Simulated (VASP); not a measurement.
# MnO (Pm-3m) in VASP: notebook, part 2 of 2

VASP 6.6.1. Earlier steps stand in the parts before.

### 5 Single point, PBE, collinear spin, ferromagnetic start (9.54 Å³/atom)

This run uses another cell than the first one, of 9.54 Å³/atom.

Input file INCAR:

```
PREC = Accurate ; ENCUT = 520
EDIFF = 1E-6 ; ISMEAR = -1
SIGMA = 0.05 ; LREAL = F
LASPH = T ; NELM = 150
ALGO = Normal ; ISIF = 2
LWAVE = F ; LCHARG = F
ISPIN = 2 ; MAGMOM = 5 0
LORBIT = 11 ; LMAXMIX = 4
GGA = PE ; NBANDS = 20
```

Input file KPOINTS:

```
regular mesh
0
Gamma
  10 10 10
```

Input file POSCAR:

```
MnO
1.0
    2.6723886600      0.0000000000      0.0000000000
    0.0000000000      2.6723886600      0.0000000000
    0.0000000000      0.0000000000      2.6723886600
Mn O
1 1
Direct
    0.0000000000      0.0000000000      0.0000000000
    0.5000000000      0.5000000000      0.5000000000
```

Potentials or basis: VASP PAW PBE potentials, release 64 (Mn_pv, O).

Run with:

```sh
$ cat potpaw_PBE.64/Mn_pv/POTCAR potpaw_PBE.64/O/POTCAR > POTCAR
$ mpirun -np 1 vasp_std > vasp.out
```

OUTCAR:

```text
PREC = Accurate
   ENCUT = 520
   EDIFF = 1E-6
   ISMEAR = -1
   LREAL = F
   LASPH = T
   NELM = 150
   ISIF = 2
   ISPIN = 2
   LORBIT = 11
   GGA = PE

 ion  position               nearest neighbor table
   1  0.000  0.000  0.000-   2 2.31   2 2.31   2 2.31   2 2.31   2 2.31   2 2.31   2 2.31   2 2.31

   2  0.500  0.500  0.500-   1 2.31   1 2.31   1 2.31   1 2.31   1 2.31   1 2.31   1 2.31   1 2.31

  LATTYP: Found a simple cubic cell.
 ALAT       =     2.6723886600

[... 1320 lines left out ...]
  in kB       59.2160571     59.2160571     59.2160571     -0.0000000      0.0000000      0.0000000
  external PRESSURE =      59.2160571 kB  Pullay stress =       0.0000000 kB

 VOLUME and BASIS-vectors are now :
 -----------------------------------------------------------------------------
  energy-cutoff  :      520.00
  volume of cell :       19.09
      direct lattice vectors                 reciprocal lattice vectors
     2.672388660  0.000000000  0.000000000     0.374197068  0.000000000  0.000000000
     0.000000000  2.672388660  0.000000000     0.000000000  0.374197068  0.000000000
     0.000000000  0.000000000  2.672388660     0.000000000  0.000000000  0.374197068

 POSITION                                       TOTAL-FORCE (eV/Angst)
 -----------------------------------------------------------------------------------
      0.00000      0.00000      0.00000         0.000000      0.000000      0.000000
      1.33619      1.33619      1.33619         0.000000      0.000000      0.000000
 -----------------------------------------------------------------------------------
    total drift:                                0.000000      0.000000      0.000000

  FREE ENERGIE OF THE ION-ELECTRON SYSTEM (eV)
  ---------------------------------------------------
  free  energy   TOTEN  =       -15.2737397465 eV

  energy  without entropy=      -15.2572943195  energy(sigma->0) =      -15.26551703

 total charge

# of ion       s       p       d       tot
------------------------------------------
    1        0.214   6.190   5.051  11.455
    2        1.574   3.375   0.000   4.949
--------------------------------------------------
tot          1.788   9.565   5.051  16.404

 magnetization (x)

# of ion       s       p       d       tot
------------------------------------------
    1        0.027   0.039   3.830   3.896
    2        0.026   0.088   0.000   0.114
--------------------------------------------------
tot          0.054   0.127   3.830   4.010
```

stdout:

```text
POSCAR found type information on POSCAR MnO
 POSCAR found :  2 types and       2 ions
 scaLAPACK will be used
 LDA part: xc-table for (Slater+PW92), standard interpolation
 POSCAR, INCAR and KPOINTS ok, starting setup
 FFT: planning ... GRIDC
 FFT: planning ... GRID_SOFT
 FFT: planning ... GRID
 WAVECAR not read
 entering main loop
```

Wall time 31 s (1 thread of Intel Xeon Platinum 8375C at 2.90GHz (Ice Lake), shared host); peak memory 0.15 GiB.

What came out:

```
Free energy                                           : -15.2737 eV
Pressure                                              : 5.9 GPa
Net moment                                            : 4.19 μB per cell
Site moments                                          : Mn +3.90; O +0.11 μB
Valence electrons inside the program's atomic spheres : Mn 11.46; O 4.95
```

Caveat: the cell stands under pressure; a cell with one magnetic atom can't hold antiferromagnetic order, which such compounds often take; semilocal functionals often make such compounds metallic where correlation or magnetic order opens a gap, which also shifts bond lengths. With open d or f shells a metallic result of PBE can be an artefact of self-interaction; +U or a hybrid may open a gap.

### 6 Single point, PBE, collinear spin, ferromagnetic start (9.73 Å³/atom)

This run uses another cell than the first one, of 9.73 Å³/atom.

Input file INCAR:

```
ALGO = Normal
EDIFF = 1E-7
ENCUT = 520
GGA = PE
ISIF = 2
ISMEAR = -1
ISPIN = 2
LASPH = True
LCHARG = False
LMAXMIX = 4
LORBIT = 11
LREAL = False
LWAVE = False
MAGMOM = 5 0
NBANDS = 20
NELM = 150
PREC = Accurate
SIGMA = 0.05
```

Input file KPOINTS:

```
k-points
0
Gamma
  10 10 10
```

Input file POSCAR:

```
MnO
1.0
    2.6900871139      0.0000000000      0.0000000000
    0.0000000000      2.6900871139      0.0000000000
    0.0000000000      0.0000000000      2.6900871139
Mn O
1 1
Direct
    0.0000000000      0.0000000000      0.0000000000
    0.5000000000      0.5000000000      0.5000000000
```

Potentials or basis: VASP PAW PBE potentials, release 64 (Mn_pv, O).

Run with:

```sh
$ cat potpaw_PBE.64/Mn_pv/POTCAR potpaw_PBE.64/O/POTCAR > POTCAR
$ mpirun -np 1 vasp_std > vasp.out
```

It took 30 s on 1 thread of Intel Xeon Platinum 8375C at 2.90GHz (Ice Lake), shared host; peak memory 0.15 GiB.

The run converged. Its results:

```
Free energy                                           : -15.2874 eV
Pressure                                              : 5.3 GPa
Net moment                                            : 4.38 μB per cell
Site moments                                          : Mn +4.03; O +0.14 μB
Valence electrons inside the program's atomic spheres : Mn 11.42; O 4.95
```

Levels at points of the mesh, in eV from the Fermi level:
Spin up:
| k point | band 10 | band 11 | band 12 | band 13 | band 14 | band 15 |
| --- | --- | --- | --- | --- | --- | --- |
| (0.00, 0.00, 0.00) | -1.49 | -1.49 | -1.49 | 0.16 | 14.86 | 14.86 |
| (0.50, 0.00, 0.00) | -0.95 | 0.16 | 0.16 | 5.33 | 7.69 | 14.73 |
| (0.50, 0.50, 0.00) | -2.22 | -2.10 | -0.77 | 6.03 | 10.25 | 10.25 |
| (0.50, 0.50, 0.50) | 0.42 | 0.42 | 0.42 | 6.28 | 6.28 | 6.28 |
Spin down:
```tsv
k point	band 3	band 4	band 5	band 6	band 7	band 8	band 9	band 10	band 11	band 12
(0.00, 0.00, 0.00)	-45.60	-19.74	-2.60	-2.60	-2.60	-0.83	-0.83	1.65	2.67	2.67
(0.50, 0.00, 0.00)	-45.58	-18.65	-7.67	-3.02	-3.02	-0.21	2.57	2.80	3.21	3.21
(0.50, 0.50, 0.00)	-45.57	-18.13	-5.71	-5.71	-1.83	-0.40	1.13	1.71	1.71	3.29
(0.50, 0.50, 0.50)	-45.76	-17.32	-6.11	-6.11	-6.11	3.35	3.35	3.55	3.55	3.55
```

Caveat: the cell stands under pressure; a cell with one magnetic atom can't hold antiferromagnetic order, which such compounds often take; semilocal functionals often make such compounds metallic where correlation or magnetic order opens a gap, which also shifts bond lengths.

### 7 Overview

```tsv
cell	gap on the mesh (eV)	pressure (GPa)	moment (μB)
a = 2.618 Å, 2 atoms	none	8.9	3.62
a = 2.636 Å, 2 atoms	none	5.2	3.68
a = 2.654 Å, 2 atoms	none	5.9	3.96
a = 2.672 Å, 2 atoms	none	5.9	4.19
a = 2.690 Å, 2 atoms	none	5.3	4.38
```

Alike in all rows: task single point; level PBE; potentials or basis VASP PAW PBE potentials, release 64 (Mn_pv, O); spin collinear, ferromagnetic start; k mesh 10 × 10 × 10; cutoff (eV) 520; smearing fermi-dirac 0.05 eV.

Caveats: the cell stands under pressure; a cell with one magnetic atom can't hold antiferromagnetic order, which such compounds often take; semilocal functionals often make such compounds metallic where correlation or magnetic order opens a gap, which also shifts bond lengths.

Total energies depend on the potentials used, so only differences within one code and one set of settings carry meaning.
